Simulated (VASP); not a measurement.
# NaI (Fm-3m) in VASP: notebook

The runs below take NaI through vibrations by perturbation theory, elastic constants, with LDA.

Program: VASP 6.6.1. These are calculated values, not measurements. Logs are shortened: lines on timing, memory, paths and dates and some standing lists are left out, and cuts for length are marked.

**1. The cell of the first run**

Symmetry: Fm-3m, No. 225, cubic system. Conventional cell: a = 6.261 Å, b = 6.261 Å, c = 6.261 Å, α = 90.00°, β = 90.00°, γ = 90.00°. Na (site symmetry m-3m) has 6 I at 3.13 Å within 4.1 Å. Within 4.1 Å of I (site symmetry m-3m) lie 6 Na at 3.13 Å.

**2. Vibrations by perturbation theory, LDA**

Contents of INCAR:

```
SYSTEM = NaI
PREC = Accurate
ENCUT = 520
EDIFF = 1E-8
ISMEAR = 0
SIGMA = 0.01
LREAL = .FALSE.
LASPH = .TRUE.
NELM = 60
ALGO = Normal
ISIF = 2
LWAVE = .FALSE.
LCHARG = .FALSE.
NBANDS = 14
IBRION = 8
NSW = 1
LEPSILON = .TRUE.
```

Contents of KPOINTS:

```
regular mesh
0
G
  6 6 6
  0 0 0
```

Contents of POSCAR:

```
NaI
1.0
    0.0000000000      3.1305432509      3.1305432509
    3.1305432509      0.0000000000      3.1305432509
    3.1305432509      3.1305432509      0.0000000000
Na I
1 1
Direct
    0.0000000000      0.0000000000      0.0000000000
    0.5000000000      0.5000000000      0.5000000000
```

Potentials or basis: VASP PAW LDA potentials, release 64 (Na_pv, I).

Started as:

```
$ cat potpaw_LDA.64/Na_pv/POTCAR potpaw_LDA.64/I/POTCAR > POTCAR
$ mpirun -np 1 vasp_std > vasp.out
```

OUTCAR:

```text
SYSTEM = NaI
   PREC = Accurate
   ENCUT = 520
   EDIFF = 1E-8
   ISMEAR = 0
   LREAL = .FALSE.
   LASPH = .TRUE.
   NELM = 60
   ISIF = 2
   IBRION = 8
   NSW = 1
   LEPSILON = .TRUE.

 ion  position               nearest neighbor table
   1  0.000  0.000  0.000-   2 3.13   2 3.13   2 3.13   2 3.13   2 3.13   2 3.13
   2  0.500  0.500  0.500-   1 3.13   1 3.13   1 3.13   1 3.13   1 3.13   1 3.13

  LATTYP: Found a face centered cubic cell.
 ALAT       =     6.2610865018

  Lattice vectors:

 A1 = (   0.0000000000,   3.1305432509,   3.1305432509)
 A2 = (   3.1305432509,   0.0000000000,   3.1305432509)
 A3 = (   3.1305432509,   3.1305432509,   0.0000000000)

Analysis of symmetry for initial positions (statically):
=====================================================================
 Subroutine PRICEL returns:
 Original cell was already a primitive cell.

 Routine SETGRP: Setting up the symmetry group for a
 face centered cubic supercell.

 Subroutine GETGRP returns: Found 48 space group operations
 (whereof 48 operations were pure point group operations)
 out of a pool of 48 trial point group operations.

The static configuration has the point symmetry O_h .

Analysis of symmetry for dynamics (positions and initial velocities):
=====================================================================
 Subroutine PRICEL returns:
 Original cell was already a primitive cell.

 Routine SETGRP: Setting up the symmetry group for a
 face centered cubic supercell.

 Subroutine GETGRP returns: Found 48 space group operations
 (whereof 48 operations were pure point group operations)
 out of a pool of 48 trial point group operations.

The dynamic configuration has the point symmetry O_h .

 Subroutine INISYM returns: Found 48 space group operations
 (whereof 48 operations are pure point group operations),
 and found     1 'primitive' translations

----------------------------------------------------------------------------------------

                                     Primitive cell

  volume of cell :      61.3605

  direct lattice vectors                    reciprocal lattice vectors
     0.000000000  3.130543251  3.130543251    -0.159716688  0.159716688  0.159716688
     3.130543251  0.000000000  3.130543251     0.159716688 -0.159716688  0.159716688
     3.130543251  3.130543251  0.000000000     0.159716688  0.159716688 -0.159716688

  length of vectors
     4.427256723  4.427256723  4.427256723     0.276637419  0.276637419  0.276637419

  position of ions in fractional coordinates (direct lattice)
     0.000000000  0.000000000  0.000000000
     0.500000000  0.500000000  0.500000000

  ion indices of the primitive-cell ions
   primitive index   ion index
                 1           1
                 2           2

----------------------------------------------------------------------------------------

 KPOINTS: regular mesh

Automatic generation of k-mesh.
 Grid dimensions read from file:
 generate k-points for:    6    6    6

 Generating k-lattice:

[... 410 lines left out ...]

 Free energy of the ion-electron system (eV)
  ---------------------------------------------------
  ---------------------------------------------------
  free energy    TOTEN  =        -0.49654338 eV

  energy without entropy =       -0.49654338

------------------------ aborting loop because EDIFF is reached ----------------------------------------

--------------------------------------- Ionic step        2  -------------------------------------------

------------------------ aborting loop because EDIFF is reached ----------------------------------------

--------------------------------------- Ionic step        3  -------------------------------------------

------------------------ aborting loop because EDIFF is reached ----------------------------------------

 PIEZOELECTRIC TENSOR FIELD DIRECTION 3  (e Angst)
 -----------------------------------------------------------------------------
    -0.00009  0.00000 -0.00000           (  0.00001  0.00000 -0.00000)
     0.00000 -0.00009 -0.00000           (  0.00000  0.00001  0.00000)
    -0.00000  0.00000 -0.00131           ( -0.00000  0.00000  0.00001)

 PIEZOELECTRIC TENSOR FIELD DIRECTION 3  (C/m^2)
 -----------------------------------------------------------------------------
    -0.00002  0.00000 -0.00000
     0.00000 -0.00002 -0.00000
    -0.00000  0.00000 -0.00034

--------------------------------------- Ionic step        4  -------------------------------------------

------------------------ aborting loop because EDIFF is reached ----------------------------------------

[... ionic steps 5 to 6 ...]

--------------------------------------- Ionic step        7  -------------------------------------------

 Free energy of the ion-electron system (eV)
  ---------------------------------------------------
  ---------------------------------------------------
  free energy    TOTEN  =        -0.08367468 eV

  energy without entropy =       -0.08367468

------------------------ aborting loop because EDIFF is reached ----------------------------------------

 INTERNAL STRAIN TENSOR  FOR ION    2  DIRECTION 1   (eV/Angst):
 -----------------------------------------------------------------------------
    -0.00216  0.00000 -0.00000
     0.00000  0.00778 -0.00000
    -0.00000 -0.00000  0.00778

 MACROSCOPIC STATIC DIELECTRIC TENSOR (including local field effects in DFT)
 ------------------------------------------------------
           3.648491     0.000000    -0.000000
           0.000000     3.648491     0.000000
          -0.000000     0.000000     3.648491
 ------------------------------------------------------

 PIEZOELECTRIC TENSOR (including local field effects)  for field in x, y, z        (e  Angst)
          XX          YY          ZZ          XY          YZ          ZX
  --------------------------------------------------------------------------------
  x     0.00000     0.00000     0.00000     0.00000     0.00000     0.00000
  y     0.00000     0.00000     0.00000     0.00000     0.00000     0.00000
  z     0.00000     0.00000     0.00000     0.00000     0.00000     0.00000

 PIEZOELECTRIC TENSOR (including local field effects)  for field in x, y, z        (C/m^2)
          XX          YY          ZZ          XY          YZ          ZX
  --------------------------------------------------------------------------------
  x     0.00000     0.00000     0.00000     0.00000     0.00000     0.00000
  y     0.00000     0.00000     0.00000     0.00000     0.00000     0.00000
  z     0.00000     0.00000     0.00000     0.00000     0.00000     0.00000

 BORN EFFECTIVE CHARGES (including local field effects) (in |e|, cummulative output)
 ---------------------------------------------------------------------------------
 ion    1
    1     1.16788     0.00000     0.00000
    2     0.00000     1.16788     0.00000
    3     0.00000     0.00000     1.16788
 ion    2
    1    -1.16788     0.00000     0.00000
    2     0.00000    -1.16788     0.00000
    3     0.00000     0.00000    -1.16788

 INTERNAL STRAIN TENSOR FOR ION    2 for displacements in x,y,z  (eV/Angst):
          X           Y           Z          XY          YZ          ZX
  --------------------------------------------------------------------------------
  x     0.00000     0.00000     0.00000     0.00000     0.00000     0.00000
  y     0.00000     0.00000     0.00000     0.00000     0.00000     0.00000
  z     0.00000     0.00000     0.00000     0.00000     0.00000     0.00000

 SECOND DERIVATIVES (NOT SYMMETRIZED)
 ------------------------------------
               1X          1Y          1Z          2X          2Y          2Z
  1X    -1.230210    0.000000    0.000000    1.230210    0.000000    0.000000
  1Y     0.000000   -1.230210    0.000000    0.000000    1.230210    0.000000
  1Z     0.000000    0.000000   -1.230210    0.000000    0.000000    1.230210
  2X     1.238959    0.000000    0.000000   -1.238959    0.000000    0.000000
  2Y     0.000000    1.238959    0.000000    0.000000   -1.238959    0.000000
  2Z     0.000000    0.000000    1.238959    0.000000    0.000000   -1.238959

 Eigenvectors and eigenvalues of the dynamical matrix
 ----------------------------------------------------

   1 f  =    3.932443 THz    24.708265 2PiTHz  131.172163 cm-1    16.263268 meV
             X         Y         Z           dx          dy          dz
      0.000000  0.000000  0.000000     0.000000    0.919620    0.000000
      3.130543  3.130543  3.130543     0.000000   -0.392809    0.000000
[... 21 lines left out ...]
   6 f/i=    0.005034 THz     0.031629 2PiTHz    0.167911 cm-1     0.020818 meV
             X         Y         Z           dx          dy          dz
      0.000000  0.000000  0.000000     0.000000    0.000000   -0.392809
      3.130543  3.130543  3.130543     0.000000    0.000000   -0.919620

--------------------------------------------------------------------------------------------------------

 MACROSCOPIC STATIC DIELECTRIC TENSOR IONIC CONTRIBUTION
 ------------------------------------------------------
           3.257984     0.000000     0.000000
           0.000000     3.257984     0.000000
           0.000000     0.000000     3.257984
 ------------------------------------------------------

 ELASTIC MODULI CONTR FROM IONIC RELAXATION (kBar)
 Direction    XX          YY          ZZ          XY          YZ          ZX
 --------------------------------------------------------------------------------
 XX           0.0000      0.0000      0.0000      0.0000      0.0000      0.0000
 YY           0.0000      0.0000      0.0000      0.0000      0.0000      0.0000
 ZZ           0.0000      0.0000      0.0000      0.0000      0.0000      0.0000
 XY           0.0000      0.0000      0.0000      0.0000      0.0000      0.0000
 YZ           0.0000      0.0000      0.0000      0.0000      0.0000      0.0000
 ZX           0.0000      0.0000      0.0000      0.0000      0.0000      0.0000
 --------------------------------------------------------------------------------

 PIEZOELECTRIC TENSOR IONIC CONTR  for field in x, y, z        (C/m^2)
          XX          YY          ZZ          XY          YZ          ZX
  --------------------------------------------------------------------------------
  x     0.00000     0.00000     0.00000     0.00000     0.00000     0.00000
  y     0.00000     0.00000     0.00000     0.00000     0.00000     0.00000
  z     0.00000     0.00000     0.00000     0.00000     0.00000     0.00000
```

Wall time 5.7 min (1 thread of Intel Xeon 8259CL, shared host); peak memory 0.26 GiB.

Results:

```
Electronic dielectric tensor (diagonal)                 : 3.65
Born charges (mean of the diagonal)                     : Na +1.17; I -1.17 e
Highest phonon frequency at Γ, LO-TO splitting left out : 131 cm⁻¹
```

Phonon frequencies in cm⁻¹ (negative: imaginary):
```
              q point        frequencies
(0.000, 0.000, 0.000)  0 0 0 131 131 131
```

Electronic dielectric tensor:
```
3.65 0.00 0.00
0.00 3.65 0.00
0.00 0.00 3.65
```

Born effective charge tensors (e):
atom 1, Na
```
1.17 0.00 0.00
0.00 1.17 0.00
0.00 0.00 1.17
```
atom 2, I
```
-1.17  0.00  0.00
 0.00 -1.17  0.00
 0.00  0.00 -1.17
```

Caveat: spin-orbit coupling is left out, which moves the levels of the heavy elements.

**3. Elastic constants, LDA**

Contents of INCAR:

```
SYSTEM = NaI
ALGO = Normal ; EDIFF = 1E-8
ENCUT = 600 ; GGA = CA
IBRION = 6 ; ISIF = 3
ISMEAR = 0 ; LASPH = .True.
LCHARG = .True. ; LREAL = .False.
LWAVE = .False. ; NELM = 100
NFREE = 2 ; NSW = 1
POTIM = 0.015 ; PREC = Accurate
SIGMA = 0.01
```

Contents of KPOINTS:

```
k-points
0
Gamma
  6 6 6
  0 0 0
```

POSCAR is that of step 2.

Potentials or basis: VASP PAW LDA potentials, release 64 (Na_pv, I).

Started as:

```
$ cat potpaw_LDA.64/Na_pv/POTCAR potpaw_LDA.64/I/POTCAR > POTCAR
$ mpirun -np 1 vasp_std > vasp.out
```

Run time: 6.9 min. Hardware: 1 thread of Intel Xeon 8259CL, shared host; peak memory 0.24 GiB.

The run converged. Its results:

- Elastic constants C11, C12, C44: 45, 9, 8 GPa
- Voigt bulk modulus: 21 GPa
- Highest phonon frequency at Γ, LO-TO splitting left out: 131 cm⁻¹

Phonon frequencies in cm⁻¹ (negative: imaginary):
| q point | frequencies |
| --- | --- |
| (0.000, 0.000, 0.000) | 0 0 0 131 131 131 |

Elastic tensor in Voigt notation (GPa, in the Cartesian axes of the cell as first typed):
```
45  9  9  0  0  0
 9 45  9  0  0  0
 9  9 45  0  0  0
 0  0  0  8  0  0
 0  0  0  0  8  0
 0  0  0  0  0  8
```

Clamped-ion elastic tensor (GPa):
```
45  9  9  0  0  0
 9 45  9  0  0  0
 9  9 45  0  0  0
 0  0  0  8  0  0
 0  0  0  0  8  0
 0  0  0  0  0  8
```

Caveat: spin-orbit coupling is left out, which moves the levels of the heavy elements.
